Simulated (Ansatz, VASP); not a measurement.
## Zn in VASP and in Ansatz

The input POSCAR:

```
Zn
1.0
    1.4671859615      0.8470802098      7.0908176894
   -1.4671859615      0.8470802098      7.0908176894
    0.0000000000     -1.6941604196      7.0908176894
Zn
3
Direct
    0.0000000000      0.0000000000      0.0000000000
    0.2222200000      0.2222200000      0.2222200000
    0.7777800000      0.7777800000      0.7777800000
```

File INCAR.step1:

```
SYSTEM = Zn
PREC = Accurate
ENCUT = 600
ISMEAR = 0
SIGMA = 0.1
LREAL = .False.
LASPH = .True.
NELM = 100
GGA = PE
ALGO = Normal
EDIFF = 1E-4
LWAVE = .True.
LCHARG = .False.
```

INCAR.step2

```
SYSTEM = Zn
PREC = Accurate
ENCUT = 600
EDIFF = 1E-6
ISMEAR = 0
SIGMA = 0.1
LREAL = .False.
LASPH = .True.
NELM = 100
ALGO = Normal
ISIF = 3
LWAVE = .False.
LCHARG = .False.
METAGGA = R2SCAN
LMIXTAU = .True.
IBRION = 2
NSW = 90
EDIFFG = -0.04
ISTART = 1
```

KPOINTS

```
regular mesh
0
Gamma
  6 6 6
  0 0 0
```

Input for Ansatz:

```yaml
crystal:
  lattice:
    - [1.4671859615, 0.8470802098, 7.0908176894]
    - [-1.4671859615, 0.8470802098, 7.0908176894]
    - [0.0, -1.6941604196, 7.0908176894]
  atoms:
    - { symbol: Zn, position: [0.0, 0.0, 0.0] }
    - { symbol: Zn, position: [0.22222, 0.22222, 0.22222] }
    - { symbol: Zn, position: [0.77778, 0.77778, 0.77778] }
basis:
  ecutwfc: 500
kpoints:
  mp_grid: { grid: [6, 6, 6] }
hamiltonian:
  xc: r2scan
scf:
  occupations: { method: gaussian, width: 0.1 }
  lower_state_search: "off"
output:
  forces: true
  stress: true
  eigenvalues: true
relax:
  adjacent_minimum: "off"
  f_tol: 0.04
  max_steps: 70
  cell: { stress_tol: 0.4 }
```

Alike in both runs: task relaxation of cell and atoms; functional r2SCAN; k mesh 6 × 6 × 6; occupations gaussian, width 0.1 eV; no spin polarisation.

|  | VASP | Ansatz |
| --- | --- | --- |
| version | VASP 6.6.1 | Ansatz 0.2.0 |
| potentials or method | VASP PAW PBE potentials, release 64 (Zn), cutoff 600 eV | scalar-relativistic, plane waves, PAW |
| valence electrons in the cell | 36 | 36 |

VASP gave:

| Item | Value |
| --- | --- |
| gap on the k mesh at the Fermi level, each at its own relaxed structure (eV) | none |
| relaxed volume (Å³/atom) | 14.33 |
| relaxed length of the cell vector where the two differ most in proportion (Å) | 6.386 |

Which values does Ansatz return?

gap on the k mesh at the Fermi level, each at its own relaxed structure (eV): none; relaxed volume (Å³/atom): 14.27; relaxed length of the cell vector where the two differ most in proportion (Å): 6.370.

VASP's potentials were made for PBE, not for r2SCAN. A gap of «none» marks a metal or a gap that the smearing closes.

The k mesh is coarse, so the values compare programs but aren't converged. Noted on VASP's run: the volume moved by over 15 % at a fixed basis, so the end points are rough.
